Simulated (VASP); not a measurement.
Here is a VASP 6.6.1 calculation.

File POSCAR:

```
MgO
1.0
    2.6233490555      0.0000000000      0.0000000000
    0.0000000000      2.6233490555      0.0000000000
    0.0000000000      0.0000000000      2.6233490555
Mg O
1 1
Direct
    0.0000000000      0.0000000000      0.0000000000
    0.5000000000      0.5000000000      0.5000000000
```

Contents of INCAR.step1:

```
  PREC = Accurate
  ENCUT = 520
  ISMEAR = 0
  SIGMA = 0.01
  LREAL = F
  LASPH = T
  NELM = 80
  NBANDS = 11
  GGA = PE
  ALGO = Normal
  EDIFF = 1E-4
  LWAVE = T
  LCHARG = F
```

File INCAR.step2:

```
  PREC = Accurate
  ENCUT = 520
  EDIFF = 1E-6
  ISMEAR = 0
  SIGMA = 0.01
  LREAL = F
  LASPH = T
  NELM = 80
  ALGO = Normal
  ISIF = 2
  LWAVE = F
  LCHARG = F
  METAGGA = R2SCAN
  LMIXTAU = T
  NBANDS = 11
  ISTART = 1
```

File KPOINTS:

```
regular mesh
0
Gamma
  10 10 10
```

Potentials or basis: VASP PAW PBE potentials, release 64 (Mg, O).

The run is started by

```console
$ cat potpaw_PBE.64/Mg/POTCAR potpaw_PBE.64/O/POTCAR > POTCAR
$ cp INCAR.step1 INCAR
$ mpirun -np 1 vasp_std > vasp.out
$ cp INCAR.step2 INCAR
$ mpirun -np 1 vasp_std > vasp.out
```

Problem. Predict the band gap on the k mesh.

Solution. 3.45 eV, indirect (least direct gap 4.51 eV).

Problem. Predict the pressure.

Solution. -1.2 GPa.

Caveat: the PAW data sets were made with another functional, which shifts forces and pressure a little. A k mesh can miss the band edges.
